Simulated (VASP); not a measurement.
A run of VASP 6.6.1:

POSCAR

```
PbSe
1.0
    2.1413067741     -6.0045237518      0.0000000000
    2.1413067741      6.0045237518      0.0000000000
    0.0000000000      0.0000000000      4.4214352590
Pb Se
2 2
Direct
    0.6279151294      0.3720848706      0.7500000000
    0.3720848706      0.6279151294      0.2500000000
    0.8611388274      0.1388611726      0.7500000000
    0.1388611726      0.8611388274      0.2500000000
```

File INCAR.step1:

```
SYSTEM = PbSe
PREC = Accurate
ENCUT = 520
ISMEAR = 0
SIGMA = 0.01
LREAL = .False.
LASPH = .True.
NELM = 80
NBANDS = 28
GGA = PE
ALGO = Normal
EDIFF = 1E-4
LWAVE = .True.
LCHARG = .False.
```

INCAR.step2

```
SYSTEM = PbSe
PREC = Accurate
ENCUT = 520
EDIFF = 1E-7
ISMEAR = 0
SIGMA = 0.01
LREAL = .False.
LASPH = .True.
NELM = 80
ALGO = Normal
ISIF = 2
LWAVE = .False.
LCHARG = .True.
METAGGA = R2SCAN
LMIXTAU = .True.
IVDW = 12
VDW_S6 = 1.0
VDW_S8 = 0.78981345
VDW_A1 = 0.49484001
VDW_A2 = 5.73083694
LELF = .True.
LVHAR = .True.
NBANDS = 28
ISTART = 1
```

Contents of KPOINTS:

```
regular mesh
0
Gamma
  4 4 4
  0 0 0
```

Potentials or basis: VASP PAW PBE potentials, release 64 (Pb_d, Se).

Command:

```bash
$ cat potpaw_PBE.64/Pb_d/POTCAR potpaw_PBE.64/Se/POTCAR > POTCAR
$ cp INCAR.step1 INCAR
$ mpirun -np 1 vasp_std > vasp.out
$ cp INCAR.step2 INCAR
$ mpirun -np 1 vasp_std > vasp.out
```

Hardware: 1 thread of Intel(R) Xeon(R) Platinum 8559C (Emerald Rapids), with other jobs on the host.

Task: Estimate the wall time of this run.

Result: It took 3.2 min on 1 thread of Intel(R) Xeon(R) Platinum 8559C (Emerald Rapids), on a shared host, peak memory 0.33 GiB. Counts: k points 21.
